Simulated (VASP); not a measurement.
# SiO2 (Cristobalite) (P4_12_12) in VASP: single point with PBE

Aim: the single point of SiO2 (Cristobalite) with PBE.

Everything below comes from runs of VASP 6.6.1. Logs are shortened: lines on timing, memory, paths and dates and some standing lists are left out, and cuts for length are marked.

**1. The cell of the first run**

The structure is tetragonal, space group P4_12_12 (No. 92). The conventional cell has a = 4.876 Å, b = 4.876 Å, c = 6.716 Å, α = 90.00°, β = 90.00°, γ = 90.00°. Within 2.2 Å of Si (site symmetry 2) lie 4 O at 1.62 to 1.63 Å. O (site symmetry 1) has 2 Si at 1.62 to 1.63 Å within 2.2 Å.

**2. Single point, PBE**

INCAR reads:

```
SYSTEM = SiO2
  ALGO = Normal
  EDIFF = 1E-6
  ENCUT = 520
  GGA = PE
  ISIF = 2
  ISMEAR = -1
  LASPH = .TRUE.
  LCHARG = .FALSE.
  LREAL = .FALSE.
  LWAVE = .FALSE.
  NBANDS = 44
  NELM = 60
  PREC = Accurate
  SIGMA = 0.02
```

KPOINTS reads:

```
k-points
0
G
  5 5 4
  0 0 0
```

POSCAR reads:

```
SiO2
1.0
    4.8757000000      0.0000000000      0.0000000000
    0.0000000000      4.8757000000      0.0000000000
    0.0000000000      0.0000000000      6.7163000000
Si O
4 8
Direct
    0.3153716526      0.3153716526      0.0000000000
    0.1846283474      0.8153716526      0.2500000000
    0.6846283474      0.6846283474      0.5000000000
    0.8153716526      0.1846283474      0.7500000000
    0.2321165008      0.1364779001      0.1952165156
    0.3635220999      0.7321165008      0.4452165156
    0.7678834992      0.8635220999      0.6952165156
    0.6364779001      0.2678834992      0.9452165156
    0.7321165008      0.3635220999      0.5547834844
    0.8635220999      0.7678834992      0.3047834844
    0.2678834992      0.6364779001      0.0547834844
    0.1364779001      0.2321165008      0.8047834844
```

Potentials or basis: VASP PAW PBE potentials, release 64 (Si, O).

Command:

```sh
$ cat potpaw_PBE.64/Si/POTCAR potpaw_PBE.64/O/POTCAR > POTCAR
$ mpirun -np 1 vasp_std > vasp.out
```

OUTCAR:

```text
SYSTEM = SiO2
   EDIFF = 1E-6
   ENCUT = 520
   GGA = PE
   ISIF = 2
   ISMEAR = -1
   LASPH = .TRUE.
   LREAL = .FALSE.
   NELM = 60
   PREC = Accurate

 ion  position               nearest neighbor table
   1  0.315  0.315  0.000-   8 1.62  11 1.62   5 1.63  12 1.63   2 3.03   4 3.03   2 3.03   4 3.03

   2  0.185  0.815  0.250-   5 1.62  10 1.62   6 1.63  11 1.63   1 3.03   3 3.03   1 3.03   3 3.03

   3  0.685  0.685  0.500-   6 1.62   9 1.62   7 1.63  10 1.63   2 3.03   4 3.03   4 3.03   2 3.03

   4  0.815  0.185  0.750-   7 1.62  12 1.62   9 1.63   8 1.63   1 3.03   3 3.03   3 3.03   1 3.03

   5  0.232  0.136  0.195-   2 1.62   1 1.63
   6  0.364  0.732  0.445-   3 1.62   2 1.63
   7  0.768  0.864  0.695-   4 1.62   3 1.63
   8  0.636  0.268  0.945-   1 1.62   4 1.63
   9  0.732  0.364  0.555-   3 1.62   4 1.63
  10  0.864  0.768  0.305-   2 1.62   3 1.63
  11  0.268  0.636  0.055-   1 1.62   2 1.63
  12  0.136  0.232  0.805-   4 1.62   1 1.63

  LATTYP: Found a simple tetragonal cell.
 ALAT       =     4.8757000000
 C/A-ratio  =     1.3775047685

  Lattice vectors:

 A1 = (   4.8757000000,   0.0000000000,   0.0000000000)
 A2 = (   0.0000000000,   4.8757000000,   0.0000000000)
 A3 = (   0.0000000000,   0.0000000000,   6.7163000000)

Analysis of symmetry for initial positions (statically):
=====================================================================
 Subroutine PRICEL returns:
 Original cell was already a primitive cell.

 Routine SETGRP: Setting up the symmetry group for a
 simple tetragonal supercell.

 Subroutine GETGRP returns: Found  8 space group operations
 (whereof  2 operations were pure point group operations)
 out of a pool of 16 trial point group operations.

The static configuration has the point symmetry C_2 .
 The point group associated with its full space group is D_4 .

Analysis of symmetry for dynamics (positions and initial velocities):
=====================================================================
 Subroutine PRICEL returns:
 Original cell was already a primitive cell.

 Routine SETGRP: Setting up the symmetry group for a
 simple tetragonal supercell.

 Subroutine GETGRP returns: Found  8 space group operations
 (whereof  2 operations were pure point group operations)
 out of a pool of 16 trial point group operations.

The dynamic configuration has the point symmetry C_2 .
 The point group associated with its full space group is D_4 .
[... 120 lines left out ...]
   POTIM  = 0.5000    time-step for ionic-motion
   TEBEG  =    0.0;   TEEND  =   0.0 temperature during run
   PSTRESS=    0.0 pullay stress
   NELECT =      64.0000    total number of electrons
   NUPDOWN=      -1.0000    fix difference up-down
   EMIN   =  10.00;   EMAX   =-10.00  energy-range for DOS
   EFERMI =   0.00;   METHOD = LEGACY
   ISMEAR =    -1;   SIGMA  =   0.02  broadening in eV -4-tet -1-fermi 0-gaus
   EFERMI_NEDOS =   21; number of points for ismear=-14 and -15
   IALGO  =     38    algorithm
   IMIX   =      4    mixing-type and parameters
     AMIX     =   0.40;   BMIX     =  1.00
     AMIX_MAG =   1.60;   BMIX_MAG =  1.00
  volume/ion in A,a.u.               =      13.31        89.79
  Fermi-wavevector in a.u.,A,eV,Ry     =   1.207073  2.281037 19.824026  1.457025
  Thomas-Fermi vector in A             =   2.342721
   LORBIT       =      0    0 simple, 1 ext, 2 COOP (PROOUT), +10 PAW based schemes
   GGA     = PE    functional components
   LHFCALC =     F    Hartree Fock is set to
   AEXX    =    0.0000 exact exchange contribution
   IVDW    =     0    specifies the selected vdW correction
   LEPSILON=     F    determine dielectric tensor
   LRPA    =     F    only Hartree local field effects (RPA)
 non-spin polarized calculation
  energy-cutoff  :      520.00
  volume of cell :      159.66
 maximum number of plane-waves:      4315
   NGX = 19   NGY = 19   NGZ = 25

 number of electron      64.0000021 magnetization

 Free energy of the ion-electron system (eV)
  ---------------------------------------------------
  ext. energy  EPLUGINS =         0.00000000
  ---------------------------------------------------
  free energy    TOTEN  =       -94.73161064 eV

  energy without entropy =      -94.73161064  energy(sigma->0) =      -94.73161064

 E-fermi :   1.1116     XC(G=0):  -8.8974

 val. band max:        0.6753685577   @ k =   0.0000   0.0000   0.0000
 cond. band min:       6.3923227097   @ k =   0.0000   0.0000   0.0000
 fundamental gap:      5.7169541521
 Fermi energy:         1.1115690719

 k-point     1 :       0.0000    0.0000    0.0000
  band No.  band energies     occupation
      1     -18.7534      2.00000
      2     -17.8205      2.00000
      3     -17.8205      2.00000
      4     -16.6848      2.00000
      5     -16.6010      2.00000
      6     -16.6010      2.00000
[... 835 lines left out ...]
     43      11.3203      0.00000
     44      11.3203      0.00000

------------------------ aborting loop because EDIFF is reached ----------------------------------------

  FORCE on cell =-STRESS in cart. coord.  units (eV):
  Direction    XX          YY          ZZ          XY          YZ          ZX
  --------------------------------------------------------------------------------------
  -------------------------------------------------------------------------------------
  Total        3.0042497      3.0042497      2.6524458     -0.0000000      0.0000000      0.0000000
  in kB       30.1468941     30.1468941     26.6166297     -0.0000000      0.0000000      0.0000000
  external PRESSURE =      28.9701393 kB  Pullay stress =       0.0000000 kB

 VOLUME and BASIS-vectors are now :
 -----------------------------------------------------------------------------
  energy-cutoff  :      520.00
  volume of cell :      159.66
      direct lattice vectors                 reciprocal lattice vectors
     4.875700000  0.000000000  0.000000000     0.205098755  0.000000000  0.000000000
     0.000000000  4.875700000  0.000000000     0.000000000  0.205098755  0.000000000
     0.000000000  0.000000000  6.716300000     0.000000000  0.000000000  0.148891503

 POSITION                                       TOTAL-FORCE (eV/Angst)
 -----------------------------------------------------------------------------------
      1.53766      1.53766      0.00000         0.032508      0.032508      0.000000
      0.90019      3.97551      1.67908        -0.032508      0.032508      0.000000
      3.33804      3.33804      3.35815        -0.032508     -0.032508      0.000000
      3.97551      0.90019      5.03723         0.032508     -0.032508      0.000000
      1.13173      0.66543      1.31113         0.004855     -0.002277     -0.007620
      1.77242      3.56958      2.99021         0.002277      0.004855     -0.007620
      3.74397      4.21027      4.66928        -0.004855      0.002277     -0.007620
      3.10328      1.30612      6.34836        -0.002277     -0.004855     -0.007620
      3.56958      1.77242      3.72609         0.004855      0.002277      0.007620
      4.21027      3.74397      2.04702         0.002277     -0.004855      0.007620
      1.30612      3.10328      0.36794        -0.004855     -0.002277      0.007620
      0.66543      1.13173      5.40517        -0.002277      0.004855      0.007620
 -----------------------------------------------------------------------------------
    total drift:                                0.000001     -0.000001      0.000000

  FREE ENERGIE OF THE ION-ELECTRON SYSTEM (eV)
  ---------------------------------------------------
  free  energy   TOTEN  =       -94.7316106354 eV

  energy  without entropy=      -94.7316106354  energy(sigma->0) =      -94.73161064
```

stdout:

```text
POSCAR found type information on POSCAR SiO
 POSCAR found :  2 types and      12 ions
 scaLAPACK will be used
 LDA part: xc-table for (Slater+PW92), standard interpolation
 POSCAR, INCAR and KPOINTS ok, starting setup
 FFT: planning ... GRIDC
 FFT: planning ... GRID_SOFT
 FFT: planning ... GRID
 WAVECAR not read
 entering main loop
```

Wall time 98 s (1 thread of Intel Xeon Platinum 8559C (Emerald Rapids), shared host); peak memory 0.27 GiB.

What came out:

* Free energy: -94.7316 eV
* Pressure: 2.9 GPa
* Largest force: 0.046 eV/Å
* Band gap on the k mesh: 5.72 eV, direct

Forces in eV/Å, atoms in the order of the input:
```
Si   0.033  0.033  0.000
Si  -0.033  0.033  0.000
Si  -0.033 -0.033  0.000
Si   0.033 -0.033  0.000
O    0.005 -0.002 -0.008
O    0.002  0.005 -0.008
O   -0.005  0.002 -0.008
O   -0.002 -0.005 -0.008
O    0.005  0.002  0.008
O    0.002 -0.005  0.008
O   -0.005 -0.002  0.008
O   -0.002  0.005  0.008
```

Levels at points of the mesh, in eV from the valence-band top:
```tsv
k point	band 30	band 31	band 32	band 33	band 34	band 35
(0.00, 0.00, 0.00)	-0.46	-0.46	0.00	5.72	8.82	8.82
(0.00, 0.00, 0.50)	-0.65	-0.37	-0.37	7.09	7.09	9.21
```

A k mesh can miss the band edges. A hybrid or GW would open this gap; PBE tends to underestimate it.
